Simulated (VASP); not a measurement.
Write the native input for VASP 6.6.1 that does the following.

```yaml
Task: single point
Functional: LDA
Potentials_or_basis: VASP PAW LDA potentials, release 64 (Mg_sv, O)
Cutoff: 750 eV
k_mesh: 9 × 9 × 8
Occupations: gaussian, width 0.05 eV
Spin: no spin polarisation
Dipole_correction: no
Mended: yes
Further_INCAR_settings: ALGO = Normal; EDIFF = 1e-06; NBANDS = 15
```

The structure of MgO lies in POSCAR:

```
MgO
1.0
    2.8498802763      0.0000000000      0.0000000000
   -1.4249401382      2.4680687170      0.0000000000
    0.0000000000      0.0000000000      2.7600704000
Mg O
1 1
Direct
    0.0000000000      0.0000000000      0.0000000000
    0.3333333333      0.6666666667      0.5000000000
```

This cell differs from its parent crystal: strain -0.030 along x and y, +0.030 along z.

The input as run:

INCAR

```
SYSTEM = MgO
PREC     = Accurate       ! precision mode
ENCUT    = 750            ! plane-wave cutoff, eV
EDIFF    = 1E-6           ! SCF threshold, eV
ISMEAR   = 0              ! smearing method
SIGMA    = 0.05           ! smearing width, eV
LREAL    = .FALSE.        ! projectors in reciprocal space
LASPH    = .TRUE.         ! aspherical terms in the spheres
NELM     = 120            ! most SCF steps
ALGO     = Normal         ! electronic algorithm
ISIF     = 2              ! what is computed and relaxed
LWAVE    = .FALSE.        ! write WAVECAR
LCHARG   = .FALSE.        ! write CHGCAR
GGA      = CA             ! functional
NBANDS   = 15             ! bands
GGA_COMPAT= .FALSE.
```

KPOINTS

```
Automatic mesh
0
G
  9 9 8
  0 0 0
```

Potentials or basis: VASP PAW LDA potentials, release 64 (Mg_sv, O).

Run with:

```bash
$ cat potpaw_LDA.64/Mg_sv/POTCAR potpaw_LDA.64/O/POTCAR > POTCAR
$ mpirun -np 1 vasp_std > vasp.out
```

Results of the run:

```yaml
Pressure: -6.6 GPa
Band_gap_on_the_k_mesh: 2.86 eV (least direct gap 3.27 eV)
```

Caveat: the cell differs from its parent crystal (strain -0.030 along x and y, +0.030 along z); the cell stands under tension; an odd mesh through Γ misses points on the zone boundary, where band edges can lie.

Wall time 26 s on 1 thread of Intel(R) Xeon(R) Platinum 8488C (Sapphire Rapids), with other jobs on the host, peak memory 0.15 GiB.
